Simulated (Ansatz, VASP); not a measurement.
Two plane-wave programs on Cu

```
Cu
1.0
     0.00000    1.81504    1.81504
     1.81504    0.00000    1.81504
     1.81504    1.81504    0.00000
Cu
1
Direct
  0.00000 0.00000 0.00000
```

Alike in both runs: functional PBE; k mesh 24 × 24 × 24; occupations methfessel-paxton of order 1, width 0.1 eV; no spin polarisation.

Ansatz relaxed the structure, and its values are those at the end. VASP's run is a single point on that final structure, the one shown.

|  | VASP | Ansatz |
| --- | --- | --- |
| version | VASP 6.6.1 | Ansatz 0.2.0 |
| potentials or method | VASP PAW PBE potentials, release 64 (Cu) | scalar-relativistic, plane waves, PAW |
| plane-wave cutoff (eV) | 520 | 420 |
| valence electrons in the cell | 11 | 19 |

VASP gave:

| Item | Value |
| --- | --- |
| gap on the k mesh at the Fermi level (eV) | none |
| pressure (GPa) | 0.5 |

What did Ansatz give for the same quantities?

gap on the k mesh at the Fermi level (eV): none; pressure (GPa): 0.0.

A gap of «none» marks a metal or a gap that the smearing closes. The functional is the same, so the differences come from potentials, cutoffs and numerics. VASP's potentials hold 11 valence electrons a cell and Ansatz's 19, so a difference there can come from the potentials and not from the codes.
